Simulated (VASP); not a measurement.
# AlFe2 (P6/mmm) in VASP: further runs

The runs below take AlFe2 through single point, with PBEsol.

Program: VASP 6.6.1. These are calculated values, not measurements. Logs are shortened: lines on timing, memory, paths and dates and some standing lists are left out, and cuts for length are marked.

## 1. The cell of the first run

It takes space group P6/mmm (No. 191, hexagonal). Conventional cell: a = 4.135 Å, b = 4.135 Å, c = 2.552 Å, α = 90.00°, β = 90.00°, γ = 120.00°. Al (site symmetry 6/mmm) has 2 Al at 2.55 Å and 12 Fe at 2.71 Å within 3.4 Å. Within 3.2 Å of Fe (site symmetry -6m2) lie 5 Fe at 2.39 to 2.55 Å and 6 Al at 2.71 Å.

## 2. Single point, PBEsol, collinear spin, zero start

Input file INCAR:

```
SYSTEM = AlFe2
ALGO     = Normal         ! electronic algorithm
EDIFF    = 1E-7           ! SCF threshold, eV
ENCUT    = 520            ! plane-wave cutoff, eV
GGA      = PS             ! functional
ISIF     = 2              ! what is computed and relaxed
ISMEAR   = 1              ! smearing method
ISPIN    = 2              ! spin polarisation
ISYM     = 0            
LASPH    = .TRUE.         ! aspherical terms in the spheres
LCHARG   = .FALSE.        ! write CHGCAR
LMAXMIX  = 4              ! l up to which the mixer works
LORBIT   = 11             ! projections on sites
LREAL    = .FALSE.        ! projectors in reciprocal space
LWAVE    = .FALSE.        ! write WAVECAR
MAGMOM   = 0 0 0          ! initial moments
NBANDS   = 20             ! bands
NELM     = 150            ! most SCF steps
NUPDOWN  = 0.0            ! fixed moment
PREC     = Accurate       ! precision mode
SIGMA    = 0.15           ! smearing width, eV
```

Input file KPOINTS:

```
Automatic mesh
0
Gamma
  7 7 9
  0.5 0.5 0.5
```

Input file POSCAR:

```
AlFe2
1.0
    4.1349220000      0.0000000000      0.0000000000
   -2.0674610000      3.5809480000      0.0000000000
    0.0000000000      0.0000000000      2.5522020000
Al Fe
1 2
Direct
    0.0000000000      0.0000000000      0.0000000000
    0.3333333333      0.6666666667      0.5000000000
    0.6666666667      0.3333333333      0.5000000000
```

Potentials or basis: VASP PAW PBE potentials, release 64 (Al, Fe).

On the command line:

```
$ cat potpaw_PBE.64/Al/POTCAR potpaw_PBE.64/Fe/POTCAR > POTCAR
$ mpirun -np 1 vasp_std > vasp.out
```

OUTCAR:

```text
SYSTEM = AlFe2
   EDIFF = 1E-7
   ENCUT = 520
   GGA = PS
   ISIF = 2
   ISMEAR = 1
   ISPIN = 2
   ISYM = 0
   LASPH = .TRUE.
   LORBIT = 11
   LREAL = .FALSE.
   NELM = 150
   NUPDOWN = 0.0
   PREC = Accurate

 ion  position               nearest neighbor table
   1  0.000  0.000  0.000-   2 2.71   3 2.71   2 2.71   3 2.71   3 2.71   3 2.71   2 2.71   2 2.71
                             3 2.71   3 2.71   2 2.71   2 2.71
   2  0.333  0.667  0.500-   3 2.39   3 2.39   3 2.39   1 2.71   1 2.71   1 2.71   1 2.71   1 2.71
                             1 2.71
   3  0.667  0.333  0.500-   2 2.39   2 2.39   2 2.39   1 2.71   1 2.71   1 2.71   1 2.71   1 2.71
                             1 2.71

IMPORTANT INFORMATION: All symmetrisations will be switched off!
NOSYMM: (Re-)initialisation of all symmetry stuff for point group C_1.

----------------------------------------------------------------------------------------

                                     Primitive cell

  volume of cell :      37.7903

  direct lattice vectors                    reciprocal lattice vectors
     4.134922000  0.000000000  0.000000000     0.241842531  0.139627830  0.000000000
    -2.067461000  3.580948000  0.000000000     0.000000000  0.279255661  0.000000000
     0.000000000  0.000000000  2.552202000     0.000000000  0.000000000  0.391818516

  length of vectors
     4.134922000  4.134922438  2.552202000     0.279255690  0.279255661  0.391818516

  position of ions in fractional coordinates (direct lattice)
     0.000000000  0.000000000  0.000000000
     0.333333333  0.666666667  0.500000000
     0.666666667  0.333333333  0.500000000

  ion indices of the primitive-cell ions
   primitive index   ion index
                 1           1
                 2           2
                 3           3

----------------------------------------------------------------------------------------

 KPOINTS: Automatic mesh

Automatic generation of k-mesh.
 Grid dimensions read from file:
 generate k-points for:    7    7    9

 Generating k-lattice:

  Cartesian coordinates                     Fractional coordinates (reciprocal lattice)
     0.034548933  0.019946833  0.000000000     0.142857143  0.000000000  0.000000000
     0.000000000  0.039893666  0.000000000     0.000000000  0.142857143  0.000000000
     0.000000000  0.000000000  0.043535391     0.000000000  0.000000000  0.111111111

  Length of vectors
     0.039893670  0.039893666  0.043535391

  Shift w.r.t. Gamma in fractional coordinates (k-lattice)
     0.500000000  0.500000000  0.500000000

 Subroutine IBZKPT returns following result:
 ===========================================

 Found    663 irreducible k-points:

 Following reciprocal coordinates:
            Coordinates               Weight
  0.071429  0.071429  0.055556      2.000000
 -0.071429  0.142857  0.055556      2.000000
 -0.142857  0.071429  0.055556      2.000000
 -0.071429 -0.071429  0.055556      2.000000
  0.071429 -0.142857  0.055556      2.000000
  0.142857 -0.071429  0.055556      2.000000
[... 16 lines left out ...]
  0.071429 -0.428571  0.055556      2.000000
  0.428571 -0.357143  0.055556      2.000000
 [... further k-points ...]
   k-points           NKPTS =    663   k-points in BZ     NKDIM =    663   number of bands    NBANDS=     20
   number of dos      NEDOS =    301   number of ions     NIONS =      3
   total plane-waves  NPLWV =  20480
   dimension x,y,z NGX =    32 NGY =   32 NGZ =   20
   dimension x,y,z NGXF=    64 NGYF=   64 NGZF=   40
   ions per type =               1   2
   NGX,Y,Z   is equivalent  to a cutoff of  12.87, 12.87, 13.03 a.u.
   NGXF,Y,Z  is equivalent  to a cutoff of  25.73, 25.73, 26.06 a.u.
 SYSTEM =  AlFe2
   PREC   = accura    normal or accurate (medium, high low for compatibility)
   ISTART =      0    job   : 0-new  1-cont  2-samecut
   ICHARG =      2    charge: 1-file 2-atom 10-const
   ISPIN  =      2    spin polarized calculation?
   LNONCOLLINEAR =      F non collinear calculations
   LSORBIT =      F    spin-orbit coupling
   LASPH  =      T    aspherical Exc in radial PAW
   ENCUT  =  520.0 eV  38.22 Ry    6.18 a.u.   7.69  7.69  4.75*2*pi/ulx,y,z
   NELM   =    150;   NELMIN=  2; NELMDL= -5     # of ELM steps
   EDIFF  = 0.1E-06   stopping-criterion for ELM
   LREAL  =      F    real-space projection
   EDIFFG = 0.1E-05   stopping-criterion for IOM
   NSW    =      0    number of steps for IOM
   IBRION =     -1    ionic relax: 0-MD 1-quasi-New 2-CG
   NFREE  =      0    steps in history (QN), initial steepest desc. (CG)
   ISIF   =      2    stress and relaxation
   ISYM   =      0    0-nonsym 1-usesym 2-fastsym
   POTIM  = 0.5000    time-step for ionic-motion
   TEBEG  =    0.0;   TEEND  =   0.0 temperature during run
   PSTRESS=    0.0 pullay stress
   NELECT =      19.0000    total number of electrons
   NUPDOWN=       0.0000    fix difference up-down
   EMIN   =  10.00;   EMAX   =-10.00  energy-range for DOS
   EFERMI =   0.00;   METHOD = LEGACY
   ISMEAR =     1;   SIGMA  =   0.15  broadening in eV -4-tet -1-fermi 0-gaus
   EFERMI_NEDOS =   21; number of points for ismear=-14 and -15
   IALGO  =     38    algorithm
   IMIX   =      4    mixing-type and parameters
     AMIX     =   0.40;   BMIX     =  1.00
     AMIX_MAG =   1.60;   BMIX_MAG =  1.00
  volume/ion in A,a.u.               =      12.60        85.01
  Fermi-wavevector in a.u.,A,eV,Ry     =   1.301765  2.459979 23.056323  1.694592
  Thomas-Fermi vector in A             =   2.432877
   LORBIT       =     11    0 simple, 1 ext, 2 COOP (PROOUT), +10 PAW based schemes
   GGA     = PS    functional components
   LHFCALC =     F    Hartree Fock is set to
   AEXX    =    0.0000 exact exchange contribution
   IVDW    =     0    specifies the selected vdW correction
   LEPSILON=     F    determine dielectric tensor
   LRPA    =     F    only Hartree local field effects (RPA)
 spin polarized calculation
 Methfessel and Paxton  Order N= 1 SIGMA  =   0.15
  energy-cutoff  :      520.00
  volume of cell :       37.79
 maximum number of plane-waves:      1050
   NGX = 15   NGY = 15   NGZ =  9

 number of electron      18.9999993 magnetization       0.0000000

 number of electron      18.9999993 magnetization      -0.0000000

 Free energy of the ion-electron system (eV)
  ---------------------------------------------------
  ext. energy  EPLUGINS =         0.00000000
  ---------------------------------------------------
  free energy    TOTEN  =       -21.72938225 eV

  energy without entropy =      -21.72393597  energy(sigma->0) =      -21.72756682

 E-fermi :   6.6931     XC(G=0): -12.2198

 val. band max:        6.6910790569   @ k =   0.5000   0.1429  -0.2778
 cond. band min:       6.6931993371   @ k =   0.3571   0.3571   0.3889
 fundamental gap:      0.0021202802
 Fermi energy:         6.6930807525

 spin component 1

 k-point     1 :       0.0714    0.0714    0.0556
  band No.  band energies     occupation
      1      -2.8271      1.00000
      2       3.1908      1.00000
      3       3.6728      1.00000
      4       4.0397      1.00000
      5       4.7344      1.00000
      6       4.9780      1.00000
[... 12 lines left out ...]
     19      22.7418      0.00000
     20      25.2123      0.00000

 k-point     2 :      -0.0714    0.1429    0.0556
  band No.  band energies     occupation
      1      -2.8271      1.00000
      2       3.1908      1.00000
      3       3.6728      1.00000
      4       4.0397      1.00000
      5       4.7344      1.00000
      6       4.9780      1.00000
[... 12 lines left out ...]
     19      22.7418      0.00000
     20      25.2123      0.00000

 k-point     3 :      -0.1429    0.0714    0.0556
  band No.  band energies     occupation
      1      -2.8271      1.00000
      2       3.1908      1.00000
      3       3.6728      1.00000
      4       4.0397      1.00000
      5       4.7344      1.00000
      6       4.9780      1.00000
[... 12 lines left out ...]
     19      22.7418      0.00000
     20      25.2123      0.00000

 k-point     4 :      -0.0714   -0.0714    0.0556
  band No.  band energies     occupation
      1      -2.8271      1.00000
      2       3.1908      1.00000
      3       3.6728      1.00000
      4       4.0397      1.00000
      5       4.7344      1.00000
      6       4.9780      1.00000
[... 429 lines left out ...]
 k-point    23 :       0.0714   -0.4286    0.0556
  band No.  band energies     occupation
      1      -1.3392      1.00000
      2       1.1809      1.00000
      3       3.4213      1.00000
      4       4.2319      1.00000
      5       4.4516      1.00000
      6       4.8629      1.00000
[... 12 lines left out ...]
     19      21.6372      0.00000
     20      21.9046      0.00000

 k-point    24 :       0.4286   -0.3571    0.0556
  band No.  band energies     occupation
      1      -1.3392      1.00000
      2       1.1809      1.00000
      3       3.4213      1.00000
      4       4.2319      1.00000
      5       4.4516      1.00000
      6       4.8629      1.00000
[... 12 lines left out ...]
     19      21.6372      0.00000
     20      21.9046      0.00000

 [... further k-points ...]

 spin component 2

 k-point     1 :       0.0714    0.0714    0.0556
  band No.  band energies     occupation
      1      -2.8271      1.00000
      2       3.1908      1.00000
      3       3.6728      1.00000
      4       4.0397      1.00000
      5       4.7344      1.00000
      6       4.9780      1.00000
[... 12 lines left out ...]
     19      22.7418      0.00000
     20      25.2123      0.00000

 k-point     2 :      -0.0714    0.1429    0.0556
  band No.  band energies     occupation
      1      -2.8271      1.00000
      2       3.1908      1.00000
      3       3.6728      1.00000
      4       4.0397      1.00000
      5       4.7344      1.00000
      6       4.9780      1.00000
[... 12 lines left out ...]
     19      22.7418      0.00000
     20      25.2124      0.00000

 k-point     3 :      -0.1429    0.0714    0.0556
  band No.  band energies     occupation
      1      -2.8271      1.00000
      2       3.1908      1.00000
      3       3.6728      1.00000
      4       4.0397      1.00000
      5       4.7344      1.00000
      6       4.9780      1.00000
[... 12 lines left out ...]
     19      22.7418      0.00000
     20      25.2125      0.00000

 k-point     4 :      -0.0714   -0.0714    0.0556
  band No.  band energies     occupation
      1      -2.8271      1.00000
      2       3.1908      1.00000
      3       3.6728      1.00000
      4       4.0397      1.00000
      5       4.7344      1.00000
      6       4.9780      1.00000
[... 429 lines left out ...]
 k-point    23 :       0.0714   -0.4286    0.0556
  band No.  band energies     occupation
      1      -1.3392      1.00000
      2       1.1809      1.00000
      3       3.4213      1.00000
      4       4.2319      1.00000
      5       4.4516      1.00000
      6       4.8629      1.00000
[... 12 lines left out ...]
     19      21.6372      0.00000
     20      21.9046      0.00000

 k-point    24 :       0.4286   -0.3571    0.0556
  band No.  band energies     occupation
      1      -1.3392      1.00000
      2       1.1809      1.00000
      3       3.4213      1.00000
      4       4.2319      1.00000
      5       4.4516      1.00000
      6       4.8629      1.00000
[... 12 lines left out ...]
     19      21.6372      0.00000
     20      21.9046      0.00000

 [... further k-points ...]

------------------------ aborting loop because EDIFF is reached ----------------------------------------

  FORCE on cell =-STRESS in cart. coord.  units (eV):
  Direction    XX          YY          ZZ          XY          YZ          ZX
  --------------------------------------------------------------------------------------
  -------------------------------------------------------------------------------------
  Total       -5.7407805     -5.7407907     -2.4592236     -0.0000025     -0.0000002      0.0000003
  in kB     -243.3891099   -243.3895424   -104.2625198     -0.0001047     -0.0000095      0.0000132
  external PRESSURE =    -197.0137240 kB  Pullay stress =       0.0000000 kB

 VOLUME and BASIS-vectors are now :
 -----------------------------------------------------------------------------
  energy-cutoff  :      520.00
  volume of cell :       37.79
      direct lattice vectors                 reciprocal lattice vectors
     4.134922000  0.000000000  0.000000000     0.241842531  0.139627830  0.000000000
    -2.067461000  3.580948000  0.000000000     0.000000000  0.279255661  0.000000000
     0.000000000  0.000000000  2.552202000     0.000000000  0.000000000  0.391818516

 POSITION                                       TOTAL-FORCE (eV/Angst)
 -----------------------------------------------------------------------------------
      0.00000      0.00000      0.00000         0.000001     -0.000001     -0.000000
     -0.00000      2.38730      1.27610         0.000001     -0.000001     -0.000000
      2.06746      1.19365      1.27610        -0.000002      0.000002      0.000000
 -----------------------------------------------------------------------------------
    total drift:                               -0.000001      0.000004      0.000000

  FREE ENERGIE OF THE ION-ELECTRON SYSTEM (eV)
  ---------------------------------------------------
  free  energy   TOTEN  =       -21.7293822464 eV

  energy  without entropy=      -21.7239359663  energy(sigma->0) =      -21.72756682

 total charge

# of ion       s       p       d       tot
------------------------------------------
    1        0.382   0.402   0.000   0.784
    2        0.459   0.466   6.343   7.267
    3        0.459   0.466   6.343   7.267
--------------------------------------------------
tot          1.299   1.333  12.686  15.318

 magnetization (x)

# of ion       s       p       d       tot
------------------------------------------
    1       -0.000  -0.000   0.000  -0.000
    2        0.000  -0.000  -0.001  -0.001
    3       -0.000   0.000   0.001   0.001
--------------------------------------------------
tot         -0.000  -0.000  -0.000  -0.000
```

It took 8.1 min on 1 thread of Intel Xeon Platinum 8488C (Sapphire Rapids), shared host; peak memory 0.76 GiB.

What came out:

| Item | Value |
| --- | --- |
| Free energy | -21.7294 eV |
| Pressure | -19.7 GPa |
| Net moment | 0.00 μB per cell |
| Valence electrons inside the program's atomic spheres | Al 0.78; Fe 7.27 |

Stress tensor (GPa, compression positive):
```
-24.34   0.00   0.00
  0.00 -24.34   0.00
  0.00   0.00 -10.43
```

Caveat: the stress differs along the axes, from -24 to -10 GPa; the PAW data sets were made with another functional, which shifts forces and pressure a little; the total moment is fixed, so each spin has its own Fermi level.

## 3. Single point, PBEsol, collinear spin

Input file INCAR:

```
PREC = Accurate
ENCUT = 520
EDIFF = 1E-6
ISMEAR = 1
SIGMA = 0.15
LREAL = False
LASPH = True
NELM = 150
ALGO = Normal
ISIF = 2
LWAVE = False
LCHARG = False
ISPIN = 2
MAGMOM = -0.07 1.22 1.22
LORBIT = 11
NUPDOWN = 2.1
LMAXMIX = 4
GGA = PS
NBANDS = 20
ISYM = 0
```

KPOINTS is that of step 2.

POSCAR is that of step 2.

Potentials or basis: VASP PAW PBE potentials, release 64 (Al, Fe).

On the command line:

```
$ cat potpaw_PBE.64/Al/POTCAR potpaw_PBE.64/Fe/POTCAR > POTCAR
$ mpirun -np 1 vasp_std > vasp.out
```

Wall time 7 min (1 thread of Intel Xeon Platinum 8488C (Sapphire Rapids), shared host); peak memory 0.77 GiB.

Results (log left out):

```yaml
Free_energy: -21.9735 eV
Pressure: -16.2 GPa
Net_moment: 2.10 μB per cell
Site_moments: Al -0.04; Fe +1.09 μB
Valence_electrons_inside_the_program's_atomic_spheres: Al 0.79; Fe 7.27
```

Stress tensor (GPa, compression positive):
```
-21.25   0.00   0.00
  0.00 -21.25   0.00
  0.00   0.00  -6.23
```

Caveat: the stress differs along the axes, from -21 to -6 GPa; the PAW data sets were made with another functional, which shifts forces and pressure a little; the total moment is fixed, so each spin has its own Fermi level and the state may be an excited one.
